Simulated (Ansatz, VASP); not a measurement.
# Two plane-wave programs on BiF2

```xyz
3
Lattice="-1.9077 1.9077 3.4819 1.9077 -1.9077 3.4819 1.9077 1.9077 -3.4819" Properties=species:S:1:pos:R:3 pbc="T T T"
Bi    0.0000    0.0000    0.0000
F     0.0000    1.9077    1.7410
F     1.9077    0.0000    1.7410
```

Alike in both runs: functional PBE; k mesh 18 × 18 × 18; occupations gaussian, width 0.1 eV; no spin polarisation.

Ansatz relaxed the structure, and its values are those at the end. VASP's run is a single point on that final structure, the one shown.

|  | VASP | Ansatz |
| --- | --- | --- |
| version | VASP 6.6.1 | Ansatz 0.2.0 |
| potentials or method | VASP PAW PBE potentials, release 64 (Bi_d, F), cutoff 520 eV | scalar-relativistic, plane waves, PAW |
| valence electrons in the cell | 29 | 29 |

```csv
,VASP,Ansatz,Ansatz less VASP
gap on the k mesh at the Fermi level (eV),none,none,-
pressure (GPa),-0.2,0.0,+0.21
```

A gap of «none» marks a metal or a gap that the smearing closes. The functional is the same, so the differences come from potentials, cutoffs and numerics.

Spin-orbit coupling is off throughout.
